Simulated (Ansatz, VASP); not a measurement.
## Y: VASP beside Ansatz

```
Y
1.0
     3.60215    0.00000    0.00000
    -1.80107    3.11955    0.00000
     0.00000    0.00000    5.66972
Y
2
Cartesian
  0.0000 2.0797 1.4174
  1.8011 1.0399 4.2523
```

Change from the starting cell: functional lda, volume scaled by 0.96.

Alike in both runs: task single point; functional LDA; k mesh 12 × 12 × 7; occupations fermi-dirac, width 0.08 eV; no spin polarisation.

|  | VASP | Ansatz |
| --- | --- | --- |
| version | VASP 6.6.1 | Ansatz 0.2.0 |
| potentials or method | VASP PAW LDA potentials, release 64 (Y_sv), cutoff 520 eV | all-electron LAPW, scalar-relativistic |

```tsv
	VASP	Ansatz	Ansatz less VASP
pressure (GPa)	-2.6	-2.5	+0.11
traceless stress, the component that is largest in VASP (GPa)	-0.35	-0.37	-0.012
```

LDA's correlation is that of Perdew and Zunger in VASP and of Perdew and Wang (1992) in Ansatz. Ansatz ran all-electron here, and VASP with PAW potentials.
